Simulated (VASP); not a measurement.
**Mg7Se: relaxation of cell and atoms with PBE**

The system is Mg7Se.

```
CELL_PARAMETERS angstrom
0.00000 4.11896 4.11896
4.11896 0.00000 4.11896
4.11896 4.11896 0.00000
ATOMIC_POSITIONS crystal
Mg 0.00000 0.00000 0.50000
Mg 0.50000 0.00000 0.50000
Mg 0.00000 0.50000 0.50000
Mg 0.50000 0.50000 0.00000
Mg 0.00000 0.50000 0.00000
Mg 0.50000 0.00000 0.00000
Mg 0.50000 0.50000 0.50000
Se 0.00000 0.00000 0.00000
```

```
Program                : VASP 6.6.1
Task                   : relaxation of cell and atoms
Functional             : PBE
Potentials or basis    : VASP PAW PBE potentials, release 64 (Mg, Se)
Cutoff                 : 600 eV
k mesh                 : 4 × 4 × 4
Occupations            : gaussian, width 0.2 eV
Spin                   : no spin polarisation
Dipole correction      : no
Further INCAR settings : ALGO = Normal; EDIFF = 1e-07; IBRION = 2; EDIFFG = -0.08; NSW = 36; ISIF = 3
```

The relaxed volume is 22.12 Å³/atom. The relaxed cell is a = 6.301 Å, b = 6.301 Å, c = 6.301 Å, α = 60.00°, β = 60.00°, γ = 60.00°, the space group after relaxing (to 0.05 Å) is Fm-3m (No. 225) and the energy gained by relaxing is 191.0 meV/atom. The ionic steps are 2, the pressure after relaxing is 0.3 GPa and the band gap on the k mesh is zero (band 10 reaches 3.74 eV, above the bottom of band 11 at 2.36 eV).

The path:
| step | energy change (eV) | largest force (eV/Å) | pressure (GPa) | volume (Å³) |
| --- | --- | --- | --- | --- |
| 1 | 0.0000 | 0.0000 | 15.54 | 139.76 |
| 2 | -1.5276 | 0.0000 | 0.28 | 176.92 |

Final structure:
```
Mg Se
1.0
     0.00000    4.45570    4.45570
     4.45570    0.00000    4.45570
     4.45570    4.45570    0.00000
Mg Se
7 1
Direct
  0.00000 0.00000 0.50000
  0.50000 0.00000 0.50000
  0.00000 0.50000 0.50000
  0.50000 0.50000 0.00000
  0.00000 0.50000 0.00000
  0.50000 0.00000 0.00000
  0.50000 0.50000 0.50000
  0.00000 0.00000 0.00000
```

Levels at points of the mesh, in eV from the Fermi level:
| k point | band 6 | band 7 | band 8 | band 9 | band 10 | band 11 | band 12 | band 13 | band 14 | band 15 |
| --- | --- | --- | --- | --- | --- | --- | --- | --- | --- | --- |
| (0.00, 0.00, 0.00) | -1.88 | -1.38 | -1.38 | -1.38 | -0.86 | -0.86 | -0.86 | 0.07 | 0.74 | 0.74 |
| (0.50, 0.00, 0.00) | -2.48 | -2.06 | -2.06 | -1.53 | -0.11 | 0.59 | 0.59 | 1.46 | 1.46 | 3.41 |
| (0.50, 0.50, 0.00) | -3.46 | -1.63 | -0.91 | -0.91 | -0.46 | 1.36 | 1.36 | 1.90 | 2.27 | 3.06 |

It took 37 s on 1 thread of Intel(R) Xeon(R) 6975P-C (Granite Rapids) (shared host), peak memory 0.32 GiB.

Caveat: the volume moved by over 15 % at a fixed basis, so the end points are rough.
